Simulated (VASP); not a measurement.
Input of a VASP 6.6.1 run:

INCAR

```
SYSTEM = Ba
PREC = Accurate
ENCUT = 400
EDIFF = 1E-6
ISMEAR = 1
SIGMA = 0.1
LREAL = .FALSE.
LASPH = .TRUE.
NELM = 120
ALGO = Normal
ISIF = 2
LWAVE = .FALSE.
LCHARG = .FALSE.
LDIPOL = .TRUE.
IDIPOL = 3
DIPOL = 0.5 0.5 0.500
GGA = PS
NBANDS = 44
GGA_COMPAT = .FALSE.
NELMDL = -8
```

The input KPOINTS:

```
regular mesh
0
G
  8 8 1
  0 0 0
```

Contents of POSCAR:

```
Ba
1.0
    4.8798185640      0.0000000000      0.0000000000
    2.4399092820      3.4505527970      0.0000000000
    0.0000000000      0.0000000000     40.7033167840
Ba
7
Direct
    0.0000000000      0.0000000000      0.2456802244
    0.5000000000      0.0000000000      0.3304534829
    0.0000000000      0.0000000000      0.4152267415
    0.5000000000      0.0000000000      0.5000000000
    0.0000000000      0.0000000000      0.5847732585
    0.5000000000      0.0000000000      0.6695465171
    0.0000000000      0.0000000000      0.7543197756
```

Potentials or basis: VASP PAW PBE potentials, release 64 (Ba_sv).

Command:

```bash
$ cat potpaw_PBE.64/Ba_sv/POTCAR > POTCAR
$ mpirun -np 1 vasp_std > vasp.out
```

**Question.** Estimate the band gap on the k mesh.

**Answer.** Zero (bands 35 and 36 overlap by 0.75 eV).

**Question.** What does it give for the largest force?

**Answer.** 0.054 eV/Å.

Forces on the atoms (eV/Å):
```
Ba   0.000  0.000  0.042
Ba   0.000  0.000 -0.054
Ba   0.000  0.000  0.005
Ba   0.000  0.000  0.000
Ba   0.000  0.000 -0.005
Ba   0.000  0.000  0.054
Ba   0.000  0.000 -0.042
```

Caveat: the PAW data sets were made with another functional, which shifts forces and pressure a little; spin-orbit coupling is left out, which moves the levels of the heavy elements.
